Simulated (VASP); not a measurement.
LiTi2P3, 6 atoms in the cell. The structure is orthorhombic, space group Cmmm (No. 65). The conventional cell has a = 5.874 Å, b = 9.823 Å, c = 4.592 Å, α = 90.00°, β = 90.00°, γ = 90.00°. Within 4.4 Å of Li (site symmetry mmm) lie 10 P at 3.33 to 3.73 Å and 8 Ti at 3.67 Å. Ti (site symmetry 2/m) has 6 P at 2.86 Å and 2 Ti at 2.94 Å and 4 Li at 3.67 Å within 3.8 Å. Within 3.7 Å of P (site symmetry m2m) lie 5 P at 2.79 to 3.42 Å and 4 Ti at 2.86 Å and 3 Li at 3.33 to 3.34 Å. P (site symmetry mmm) has 4 P at 2.79 Å and 4 Ti at 2.86 Å within 3.7 Å. 

| Item | Value |
| --- | --- |
| Program | VASP 6.6.1 |
| Task | relaxation of cell and atoms |
| Functional | PBEsol |
| Potentials or basis | VASP PAW PBE potentials, release 64 (Li_sv, Ti_sv, P) |
| Cutoff | 600 eV |
| k mesh | 4 × 4 × 4 |
| Occupations | fermi-dirac, width 0.03 eV |
| Spin | no spin polarisation |
| Dipole correction | no |
| Further INCAR settings | ALGO = Normal; EDIFF = 1e-07; IBRION = 2; EDIFFG = -0.01; NSW = 100; ISIF = 3 |

Potentials or basis: VASP PAW PBE potentials, release 64 (Li_sv, Ti_sv, P).

The run is started by

```bash
$ cat potpaw_PBE.64/Li_sv/POTCAR potpaw_PBE.64/Ti_sv/POTCAR potpaw_PBE.64/P/POTCAR > POTCAR
$ mpirun -np 1 vasp_std > vasp.out
```

Hardware: 1 thread of Intel(R) Xeon(R) Platinum 8259CL CPU @ 2.50GHz (Skylake/Cascade Lake), with other jobs on the host.

Q: How long does it take, and how much memory?

A: It took 34 min on 1 thread of Intel(R) Xeon(R) Platinum 8259CL CPU @ 2.50GHz (Skylake/Cascade Lake), on a shared host, peak memory 0.36 GiB. Counts: scf iterations 307, k points 21, ion steps 30.
